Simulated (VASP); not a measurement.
Set up this calculation in VASP 6.6.1, as the native input.

```
Task                   : relaxation of cell and atoms
Functional             : PBE
Potentials or basis    : VASP PAW PBE potentials, release 64 (Mn_pv)
Cutoff                 : 600 eV
k mesh                 : 28 × 28 × 28
Occupations            : gaussian, width 0.1 eV
Spin                   : no spin polarisation
Dipole correction      : no
Further INCAR settings : ALGO = Fast; EDIFF = 1e-06; IBRION = 2; EDIFFG = -0.01; NSW = 100; ISIF = 3
```

The structure of Mn lies in POSCAR:

```
Mn
1.0
   -1.3363904645      1.3363904645      3.4430467377
    1.3363904645     -1.3363904645      3.4430467377
    1.3363904645      1.3363904645     -3.4430467377
Mn
2
Direct
    0.1549506814      0.1549506814      0.0000000000
    0.8450493186      0.8450493186      0.0000000000
```

The input as run:

INCAR

```
  PREC = Accurate
  ENCUT = 600
  EDIFF = 1E-6
  ISMEAR = 0
  SIGMA = 0.1
  LREAL = False
  LASPH = True
  NELM = 100
  ALGO = Fast
  ISIF = 3
  LWAVE = False
  LCHARG = False
  GGA = PE
  IBRION = 2
  NSW = 100
  EDIFFG = -0.01
```

KPOINTS

```
regular mesh
0
Gamma
  28 28 28
```

Potentials or basis: VASP PAW PBE potentials, release 64 (Mn_pv).

Run with:

```sh
$ cat potpaw_PBE.64/Mn_pv/POTCAR > POTCAR
$ mpirun -np 1 vasp_std > vasp.out
```

It gave:

```json
{
  "Energy gained by relaxing": "0.0 meV/atom",
  "Ionic steps": "7",
  "Pressure after relaxing": "0.0 GPa",
  "Band gap on the k mesh": "zero (bands 13 and 14 overlap by 1.78 eV)"
}
```

Caveat: the run has no spin polarisation, though such a crystal can be magnetic.

It took 86 min on 1 thread of Oxide Virtual Turin-like Processor (shared host), peak memory 0.76 GiB.
